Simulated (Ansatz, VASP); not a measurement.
# Rh in VASP and in Ansatz

```
CELL_PARAMETERS angstrom
0.00000 1.90155 1.93007
1.90155 0.00000 1.93007
1.90155 1.90155 0.00000
ATOMIC_POSITIONS crystal
Rh 0.00000 0.00000 0.00000
```

Change from the starting cell: strain +0.000 along x and y, +0.015 along z, atoms carried along.

Alike in both runs: task single point; functional r2SCAN; k mesh 8 × 8 × 8; occupations gaussian, width 0.15 eV; no spin polarisation.

|  | VASP | Ansatz |
| --- | --- | --- |
| version | VASP 6.6.1 | Ansatz 0.2.0 |
| potentials or method | VASP PAW PBE potentials, release 64 (Rh_pv), cutoff 520 eV | scalar-relativistic, plane waves, PAW |
| valence electrons in the cell | 15 | 17 |

VASP gave:

* gap on the k mesh at the Fermi level (eV): none
* pressure (GPa): -2.7
* traceless stress, the component that is largest in VASP (GPa): -2.27

Q: What did Ansatz give for the same quantities?

A: gap on the k mesh at the Fermi level (eV): none; pressure (GPa): -3.8; traceless stress, the component that is largest in VASP (GPa): -2.26.

VASP's potentials were made for PBE, not for r2SCAN. A gap of «none» marks a metal or a gap that the smearing closes. With one functional, cell and mesh, what is left measures potentials, basis and numerics. VASP's potentials hold 15 valence electrons a cell and Ansatz's 17, so a difference there can come from the potentials and not from the codes.
